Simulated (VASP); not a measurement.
# LiCl in VASP: further runs

LiCl is run at these levels: r2SCAN; tasks: single point.

Program: VASP 6.6.1. These are calculated values, not measurements. Logs are shortened: lines on timing, memory, paths and dates and some standing lists are left out, and cuts for length are marked.

## Step 1: The cell of the first run

The cell holds a wire with vacuum, 2 atoms: a = 9.000 Å, b = 9.300 Å, c = 4.345 Å, α = 90.00°, β = 90.00°, γ = 90.00°.

## Step 2: Single point, r2SCAN, collinear spin, ferromagnetic start

File POSCAR:

```
LiCl
1.0
    9.0000000000      0.0000000000      0.0000000000
    0.0000000000      9.3000000000      0.0000000000
    0.0000000000      0.0000000000      4.3447979653
Li Cl
1 1
Direct
    0.5000000000      0.5000000000     -0.0174814855
    0.5000000000      0.5000000000      0.4824814855
```

File INCAR.step1:

```
PREC = Accurate
ENCUT = 520
ISMEAR = 0
SIGMA = 0.05
LREAL = F
LASPH = T
NELM = 150
ISPIN = 2
MAGMOM = 0.5 0.5
NBANDS = 16
GGA = PE
ALGO = Normal
EDIFF = 1E-4
LWAVE = T
LCHARG = F
```

File INCAR.step2:

```
PREC = Accurate
ENCUT = 520
EDIFF = 1E-7
ISMEAR = 0
SIGMA = 0.05
LREAL = F
LASPH = T
NELM = 150
ALGO = Normal
ISIF = 2
LWAVE = F
LCHARG = F
ISPIN = 2
MAGMOM = 0.5 0.5
LORBIT = 11
METAGGA = R2SCAN
LMIXTAU = T
NBANDS = 16
ISTART = 1
```

File KPOINTS:

```
Automatic mesh
0
Gamma
  1 1 14
```

Potentials or basis: VASP PAW PBE potentials, release 64 (Li_sv, Cl).

Command:

```bash
$ cat potpaw_PBE.64/Li_sv/POTCAR potpaw_PBE.64/Cl/POTCAR > POTCAR
$ cp INCAR.step1 INCAR
$ mpirun -np 1 vasp_std > vasp.out
$ cp INCAR.step2 INCAR
$ mpirun -np 1 vasp_std > vasp.out
```

OUTCAR:

```text
PREC = Accurate
   ENCUT = 520
   EDIFF = 1E-7
   ISMEAR = 0
   LREAL = F
   LASPH = T
   NELM = 150
   ISIF = 2
   ISPIN = 2
   LORBIT = 11
   METAGGA = R2SCAN
   ISTART = 1

 ion  position               nearest neighbor table
   1  0.500  0.500  0.983-   2 2.17   2 2.17
   2  0.500  0.500  0.482-   1 2.17   1 2.17

  LATTYP: Found a simple orthorhombic cell.
 ALAT       =     4.3447979653
 B/A-ratio  =     2.0714426935
 C/A-ratio  =     2.1404907833

  Lattice vectors:

 A1 = (   0.0000000000,   0.0000000000,   4.3447979653)
 A2 = (   9.0000000000,   0.0000000000,   0.0000000000)
 A3 = (   0.0000000000,   9.3000000000,   0.0000000000)

Analysis of symmetry for initial positions (statically):
=====================================================================
 Subroutine PRICEL returns:
 Original cell was already a primitive cell.

 Routine SETGRP: Setting up the symmetry group for a
 simple orthorhombic supercell.

 Subroutine GETGRP returns: Found  4 space group operations
 (whereof  4 operations were pure point group operations)
 out of a pool of  8 trial point group operations.

The static configuration has the point symmetry C_2v.

Analysis of symmetry for dynamics (positions and initial velocities):
=====================================================================
 Subroutine PRICEL returns:
 Original cell was already a primitive cell.

 Routine SETGRP: Setting up the symmetry group for a
 simple orthorhombic supercell.

 Subroutine GETGRP returns: Found  4 space group operations
 (whereof  4 operations were pure point group operations)
 out of a pool of  8 trial point group operations.

The dynamic configuration has the point symmetry C_2v.

Analysis of structural, dynamic, and magnetic symmetry:
=====================================================================
 Subroutine PRICEL returns:
 Original cell was already a primitive cell.

 Routine SETGRP: Setting up the symmetry group for a
 simple orthorhombic supercell.

 Subroutine GETGRP returns: Found  4 space group operations
 (whereof  4 operations were pure point group operations)
 out of a pool of  8 trial point group operations.

The overall configuration has the point symmetry C_2v.

 Subroutine INISYM returns: Found  4 space group operations
 (whereof  4 operations are pure point group operations),
 and found     1 'primitive' translations

[... 103 lines left out ...]
   LHFCALC =     F    Hartree Fock is set to
   AEXX    =    0.0000 exact exchange contribution
   IVDW    =     0    specifies the selected vdW correction
   LEPSILON=     F    determine dielectric tensor
   LRPA    =     F    only Hartree local field effects (RPA)
 spin polarized calculation
 Gauss-broadening in eV      SIGMA  =   0.05
  energy-cutoff  :      520.00
  volume of cell :      363.66
 maximum number of plane-waves:      9846
 NGX is ok and might be reduce to    70
   NGX = 33   NGY = 35   NGZ = 17

 number of electron      10.0000000 magnetization       0.0000000

 number of electron      10.0000000 magnetization      -0.0000000

 Free energy of the ion-electron system (eV)
  ---------------------------------------------------
  ext. energy  EPLUGINS =         0.00000000
  ---------------------------------------------------
  free energy    TOTEN  =       -11.75336429 eV

  energy without entropy =      -11.75336429  energy(sigma->0) =      -11.75336429

 E-fermi :  -6.4058     XC(G=0):  -1.3837

 val. band max:       -6.7342252554   @ k =   0.0000   0.0000   0.5000
 cond. band min:      -0.0592787424   @ k =   0.0000   0.0000   0.0000
 fundamental gap:      6.6749465130
 Fermi energy:        -6.4057831055

 spin component 1

 k-point     1 :       0.0000    0.0000    0.0000
  band No.  band energies     occupation
      1     -51.7073      1.00000
      2     -19.2765      1.00000
      3      -7.9683      1.00000
      4      -6.9058      1.00000
      5      -6.9057      1.00000
      6      -0.0593      0.00000
[... 128 lines left out ...]
      2     -19.3420      1.00000
      3      -7.7392      1.00000
      4      -6.7344      1.00000
      5      -6.7342      1.00000
      6       1.5435      0.00000
[... 8 lines left out ...]
     15       4.5018      0.00000
     16       4.8849      0.00000
 Fermi energy:        -6.4057831055

 spin component 2

 k-point     1 :       0.0000    0.0000    0.0000
  band No.  band energies     occupation
      1     -51.7073      1.00000
      2     -19.2765      1.00000
      3      -7.9683      1.00000
      4      -6.9058      1.00000
      5      -6.9057      1.00000
      6      -0.0593      0.00000
[... 129 lines left out ...]
      3      -7.7392      1.00000
      4      -6.7344      1.00000
      5      -6.7342      1.00000
      6       1.5435      0.00000
[... 8 lines left out ...]
     15       4.5016      0.00000
     16       4.8848      0.00000

------------------------ aborting loop because EDIFF is reached ----------------------------------------

  FORCE on cell =-STRESS in cart. coord.  units (eV):
  Direction    XX          YY          ZZ          XY          YZ          ZX
  --------------------------------------------------------------------------------------
  -------------------------------------------------------------------------------------
  Total       -0.0176341     -0.0240090      0.0274229      0.0000000      0.0000000      0.0000000
  in kB       -0.0776907     -0.1057765      0.1208170      0.0000000      0.0000000      0.0000000
  external PRESSURE =      -0.0208834 kB  Pullay stress =       0.0000000 kB

 VOLUME and BASIS-vectors are now :
 -----------------------------------------------------------------------------
  energy-cutoff  :      520.00
  volume of cell :      363.66
      direct lattice vectors                 reciprocal lattice vectors
     9.000000000  0.000000000  0.000000000     0.111111111  0.000000000  0.000000000
     0.000000000  9.300000000  0.000000000     0.000000000  0.107526882  0.000000000
     0.000000000  0.000000000  4.344797965     0.000000000  0.000000000  0.230160299

 POSITION                                       TOTAL-FORCE (eV/Angst)
 -----------------------------------------------------------------------------------
      4.50000      4.65000      4.26884         0.000000      0.000000     -0.036592
      4.50000      4.65000      2.09628         0.000000      0.000000      0.036592
 -----------------------------------------------------------------------------------
    total drift:                                0.000000      0.000000     -0.091542

  FREE ENERGIE OF THE ION-ELECTRON SYSTEM (eV)
  ---------------------------------------------------
  free  energy   TOTEN  =       -11.7533642933 eV

  energy  without entropy=      -11.7533642933  energy(sigma->0) =      -11.75336429

 total charge

# of ion       s       p       d       tot
------------------------------------------
    1        2.013   0.015   0.000   2.028
    2        1.591   3.633   0.000   5.224
--------------------------------------------------
tot          3.604   3.648   0.000   7.252

 magnetization (x)

# of ion       s       p       d       tot
------------------------------------------
    1       -0.000   0.000   0.000   0.000
    2       -0.000  -0.000   0.000  -0.000
--------------------------------------------------
tot         -0.000  -0.000   0.000  -0.000
```

OUTCAR.step1:

```text
PREC = Accurate
   ENCUT = 520
   ISMEAR = 0
   LREAL = F
   LASPH = T
[... 530 lines left out ...]
 -----------------------------------------------------------------------------------
      4.50000      4.65000      4.26884         0.000000      0.000000     -0.000409
      4.50000      4.65000      2.09628         0.000000      0.000000      0.000409
 -----------------------------------------------------------------------------------
    total drift:                                0.000000      0.000000      0.002589

  FREE ENERGIE OF THE ION-ELECTRON SYSTEM (eV)
  ---------------------------------------------------
  free  energy   TOTEN  =        -6.7616483068 eV

  energy  without entropy=       -6.7616483068  energy(sigma->0) =       -6.76164831
```

It took 4.7 min on 1 thread of Intel Xeon Platinum 8559C (Emerald Rapids), shared host; peak memory 0.64 GiB.

Results:

| Item | Value |
| --- | --- |
| Free energy | -11.7534 eV |
| Largest force | 0.037 eV/Å |
| Band gap on the k mesh | 6.67 eV, indirect (least direct gap 6.85 eV) |
| Net moment | 0.00 μB per cell |
| Valence electrons inside the program's atomic spheres | Li 2.03; Cl 5.22 |

Forces on the atoms (eV/Å):
```
Li   0.000  0.000 -0.037
Cl   0.000  0.000  0.037
```

Levels at points of the mesh, in eV from the valence-band top:
Spin up:
```
           k point  band 1  band 2  band 3  band 4  band 5  band 6  band 7  band 8  band 9  band 10
(0.00, 0.00, 0.00)  -44.97  -12.54   -1.23   -0.17   -0.17    6.67    8.55    8.65    8.65     8.75
(0.00, 0.00, 0.50)  -44.97  -12.61   -1.00    0.00    0.00    8.28    8.29    8.73    9.01    10.67
```
Spin down:
```csv
k point,band 1,band 2,band 3,band 4,band 5,band 6,band 7,band 8,band 9,band 10
"(0.00, 0.00, 0.00)",-44.97,-12.54,-1.23,-0.17,-0.17,6.67,8.55,8.65,8.65,8.75
"(0.00, 0.00, 0.50)",-44.97,-12.61,-1.00,0.00,0.00,8.28,8.29,8.73,9.01,10.67
```

Caveat: the cutoff is under 1.25 times the usual one of these potentials, so pressure, stress and relaxed cells hold a basis-set (Pulay) error; the PAW data sets were made with another functional, which shifts forces and pressure a little.

## Step 3: Single point, r2SCAN, collinear spin, ferromagnetic start

File POSCAR:

```
LiCl
1.0
    9.0000000000      0.0000000000      0.0000000000
    0.0000000000      9.3000000000      0.0000000000
    0.0000000000      0.0000000000      4.3482767572
Li Cl
1 1
Direct
    0.5000000000      0.5000000000      0.0000000000
    0.5000000000      0.5000000000      0.5000000000
```

File INCAR.step1:

```
  PREC = Accurate
  ENCUT = 520
  ISMEAR = 0
  SIGMA = 0.05
  LREAL = F
  LASPH = T
  NELM = 150
  ISPIN = 2
  MAGMOM = 0.5 0.5
  NBANDS = 16
  GGA = PE
  ALGO = Normal
  EDIFF = 1E-4
  LWAVE = T
  LCHARG = F
```

File INCAR.step2:

```
  PREC = Accurate
  ENCUT = 520
  EDIFF = 1E-6
  ISMEAR = 0
  SIGMA = 0.05
  LREAL = F
  LASPH = T
  NELM = 150
  ALGO = Normal
  ISIF = 2
  LWAVE = F
  LCHARG = T
  ISPIN = 2
  MAGMOM = 0.5 0.5
  LORBIT = 11
  METAGGA = R2SCAN
  LMIXTAU = T
  LELF = T
  LVHAR = T
  NBANDS = 16
  ISTART = 1
```

File KPOINTS:

```
regular mesh
0
Gamma
  1 1 14
```

Potentials or basis: VASP PAW PBE potentials, release 64 (Li_sv, Cl).

Command:

```bash
$ cat potpaw_PBE.64/Li_sv/POTCAR potpaw_PBE.64/Cl/POTCAR > POTCAR
$ cp INCAR.step1 INCAR
$ mpirun -np 1 vasp_std > vasp.out
$ cp INCAR.step2 INCAR
$ mpirun -np 1 vasp_std > vasp.out
```

OUTCAR:

```text
PREC = Accurate
   ENCUT = 520
   EDIFF = 1E-6
   ISMEAR = 0
   LREAL = F
   LASPH = T
   NELM = 150
   ISIF = 2
   ISPIN = 2
   LORBIT = 11
   METAGGA = R2SCAN
   ISTART = 1

 ion  position               nearest neighbor table
   1  0.500  0.500  0.000-   2 2.17   2 2.17
   2  0.500  0.500  0.500-   1 2.17   1 2.17

  LATTYP: Found a simple orthorhombic cell.
 ALAT       =     4.3482767572
 B/A-ratio  =     2.0697854581
 C/A-ratio  =     2.1387783067

  Lattice vectors:

 A1 = (   0.0000000000,   0.0000000000,   4.3482767572)
 A2 = (   9.0000000000,   0.0000000000,   0.0000000000)
 A3 = (   0.0000000000,   9.3000000000,   0.0000000000)

Analysis of symmetry for initial positions (statically):
=====================================================================
 Subroutine PRICEL returns:
 Original cell was already a primitive cell.

 Routine SETGRP: Setting up the symmetry group for a
 simple orthorhombic supercell.

 Subroutine GETGRP returns: Found  8 space group operations
 (whereof  8 operations were pure point group operations)
 out of a pool of  8 trial point group operations.

The static configuration has the point symmetry D_2h.

Analysis of symmetry for dynamics (positions and initial velocities):
=====================================================================
 Subroutine PRICEL returns:
 Original cell was already a primitive cell.

 Routine SETGRP: Setting up the symmetry group for a
 simple orthorhombic supercell.

 Subroutine GETGRP returns: Found  8 space group operations
 (whereof  8 operations were pure point group operations)
 out of a pool of  8 trial point group operations.

The dynamic configuration has the point symmetry D_2h.

Analysis of structural, dynamic, and magnetic symmetry:
=====================================================================
 Subroutine PRICEL returns:
 Original cell was already a primitive cell.

 Routine SETGRP: Setting up the symmetry group for a
[... 137 lines left out ...]

  energy without entropy =      -11.75290181  energy(sigma->0) =      -11.75290181

 E-fermi :  -6.4107     XC(G=0):  -1.3852

 val. band max:       -6.7316003959   @ k =   0.0000   0.0000   0.5000
 cond. band min:      -0.0606547280   @ k =   0.0000   0.0000   0.0000
 fundamental gap:      6.6709456679
 Fermi energy:        -6.4106610410

 spin component 1

 k-point     1 :       0.0000    0.0000    0.0000
  band No.  band energies     occupation
      1     -51.7188      1.00000
      2     -19.2731      1.00000
      3      -7.9636      1.00000
      4      -6.9025      1.00000
      5      -6.9022      1.00000
      6      -0.0606      0.00000
[... 128 lines left out ...]
      2     -19.3382      1.00000
      3      -7.7350      1.00000
      4      -6.7318      1.00000
      5      -6.7316      1.00000
      6       1.5421      0.00000
[... 8 lines left out ...]
     15       4.4813      0.00000
     16       4.8824      0.00000
 Fermi energy:        -6.4106610410

 spin component 2

 k-point     1 :       0.0000    0.0000    0.0000
  band No.  band energies     occupation
      1     -51.7188      1.00000
      2     -19.2731      1.00000
      3      -7.9636      1.00000
      4      -6.9025      1.00000
      5      -6.9022      1.00000
      6      -0.0607      0.00000
[... 129 lines left out ...]
      3      -7.7350      1.00000
      4      -6.7318      1.00000
      5      -6.7316      1.00000
      6       1.5421      0.00000
[... 8 lines left out ...]
     15       4.4825      0.00000
     16       4.8820      0.00000

------------------------ aborting loop because EDIFF is reached ----------------------------------------

  FORCE on cell =-STRESS in cart. coord.  units (eV):
  Direction    XX          YY          ZZ          XY          YZ          ZX
  --------------------------------------------------------------------------------------
  -------------------------------------------------------------------------------------
  Total       -0.0323861     -0.0204894     -0.0329248      0.0000000      0.0000000      0.0000000
  in kB       -0.1425696     -0.0901981     -0.1449410      0.0000000      0.0000000      0.0000000
  external PRESSURE =      -0.1259029 kB  Pullay stress =       0.0000000 kB

 VOLUME and BASIS-vectors are now :
 -----------------------------------------------------------------------------
  energy-cutoff  :      520.00
  volume of cell :      363.95
      direct lattice vectors                 reciprocal lattice vectors
     9.000000000  0.000000000  0.000000000     0.111111111  0.000000000  0.000000000
     0.000000000  9.300000000  0.000000000     0.000000000  0.107526882  0.000000000
     0.000000000  0.000000000  4.348276757     0.000000000  0.000000000  0.229976162

 POSITION                                       TOTAL-FORCE (eV/Angst)
 -----------------------------------------------------------------------------------
      4.50000      4.65000      0.00000         0.000000      0.000000      0.000000
      4.50000      4.65000      2.17414         0.000000      0.000000      0.000000
 -----------------------------------------------------------------------------------
    total drift:                                0.000000      0.000000      0.000000

  FREE ENERGIE OF THE ION-ELECTRON SYSTEM (eV)
  ---------------------------------------------------
  free  energy   TOTEN  =       -11.7529018071 eV

  energy  without entropy=      -11.7529018071  energy(sigma->0) =      -11.75290181

 total charge

# of ion       s       p       d       tot
------------------------------------------
    1        2.013   0.015   0.000   2.028
    2        1.591   3.633   0.000   5.224
--------------------------------------------------
tot          3.604   3.648   0.000   7.252

 magnetization (x)

# of ion       s       p       d       tot
------------------------------------------
    1        0.000   0.000   0.000   0.000
    2        0.000   0.000   0.000   0.000
--------------------------------------------------
tot          0.000   0.000   0.000   0.000
```

Wall time 4.1 min (1 thread of Intel Xeon Platinum 8559C (Emerald Rapids), shared host); peak memory 0.62 GiB.

Results:

| Property | Result |
| --- | --- |
| Free energy | -11.7529 eV |
| Band gap on the k mesh | 6.67 eV, indirect (least direct gap 6.84 eV) |
| Net moment | 0.00 μB per cell |
| Valence electrons inside the program's atomic spheres | Li 2.03; Cl 5.22 |

Levels at points of the mesh, in eV from the valence-band top:
Spin up:
| k point | band 1 | band 2 | band 3 | band 4 | band 5 | band 6 | band 7 | band 8 | band 9 | band 10 |
| --- | --- | --- | --- | --- | --- | --- | --- | --- | --- | --- |
| (0.00, 0.00, 0.00) | -44.99 | -12.54 | -1.23 | -0.17 | -0.17 | 6.67 | 8.55 | 8.64 | 8.64 | 8.75 |
| (0.00, 0.00, 0.50) | -44.99 | -12.61 | -1.00 | 0.00 | 0.00 | 8.27 | 8.29 | 8.72 | 9.00 | 10.67 |
Spin down:
| k point | band 2 | band 3 | band 4 | band 5 | band 6 | band 7 | band 8 | band 9 |
| --- | --- | --- | --- | --- | --- | --- | --- | --- |
| (0.00, 0.00, 0.00) | -12.54 | -1.23 | -0.17 | -0.17 | 6.67 | 8.55 | 8.64 | 8.64 |
| (0.00, 0.00, 0.50) | -12.61 | -1.00 | 0.00 | 0.00 | 8.27 | 8.29 | 8.72 | 9.00 |

Caveat: the cutoff is under 1.25 times the usual one of these potentials, so pressure, stress and relaxed cells hold a basis-set (Pulay) error; the PAW data sets were made with another functional, which shifts forces and pressure a little.

(Part 1 of 2 ends here.)
